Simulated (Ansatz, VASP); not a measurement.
# Ga in VASP and in Ansatz

```
Ga
1.0
     4.60216    0.00000    0.00000
    -2.30108    3.98559    0.00000
     0.00000    0.00000    2.99501
Ga
3
Cartesian
  -2.3011 3.9856 0.0000
  0.0000 2.6571 1.4975
  2.3011 1.3285 1.4975
```

Alike in both runs: functional r2SCAN; k mesh 8 × 8 × 11; occupations fermi-dirac, width 0.1 eV; no spin polarisation.

Ansatz relaxed the structure, and its values are those at the end. VASP's run is a single point on that final structure, the one shown.

|  | VASP | Ansatz |
| --- | --- | --- |
| version | VASP 6.6.1 | Ansatz 0.2.0 |
| potentials or method | VASP PAW PBE potentials, release 64 (Ga_d), cutoff 520 eV | plane waves (500 eV) with PAW, scalar-relativistic |
| valence electrons in the cell | 39 | 39 |

```tsv
	VASP	Ansatz	Ansatz less VASP
pressure (GPa)	0.0	0.0	-0.03
```

VASP's potentials were made for PBE, not for r2SCAN.
